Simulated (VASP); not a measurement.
Hf3OF3: single point with PBE

The system is Hf3OF3.

```
CELL_PARAMETERS angstrom
4.64562 0.00000 0.00000
0.00000 4.64562 0.00000
0.00000 0.00000 4.64562
ATOMIC_POSITIONS crystal
Hf 0.50000 0.00000 0.00000
Hf 0.00000 0.50000 0.00000
Hf 0.00000 0.00000 0.50000
O 0.00000 0.00000 0.00000
F 0.00000 0.50000 0.50000
F 0.50000 0.00000 0.50000
F 0.50000 0.50000 0.00000
```

```json
{"Program": "VASP 6.6.1", "Task": "single point", "Functional": "PBE", "Potentials or basis": "VASP PAW PBE potentials, release 64 (Hf_pv, O, F)", "Cutoff": "520 eV", "k mesh": "8 × 8 × 8", "Occupations": "gaussian, width 0.1 eV", "Spin": "no spin polarisation", "Dipole correction": "no", "Further INCAR settings": "ALGO = Normal; EDIFF = 1e-06; NBANDS = 38"}
```

* Pressure: -2.1 GPa

Levels at points of the mesh, in eV from the Fermi level:
| k point | band 27 | band 28 | band 29 | band 30 | band 31 | band 32 |
| --- | --- | --- | --- | --- | --- | --- |
| (0.00, 0.00, 0.00) | -2.99 | -2.99 | -2.92 | 0.72 | 0.72 | 0.83 |
| (0.50, 0.00, 0.00) | -1.03 | -0.69 | -0.69 | -0.13 | -0.04 | 0.50 |
| (0.50, 0.50, 0.00) | 0.01 | 0.01 | 0.06 | 0.33 | 0.33 | 0.56 |
| (0.50, 0.50, 0.50) | 0.52 | 0.52 | 0.52 | 1.75 | 1.75 | 1.75 |

It took 3 min on 1 thread of AMD EPYC 7R43 64-Core Processor (Zen 3), on a shared host, peak memory 0.23 GiB.

Caveat: spin-orbit coupling is left out, which moves the levels of the heavy elements; an odd number of electrons without spin polarisation forces a metal; a magnetic or distorted state may lie lower.
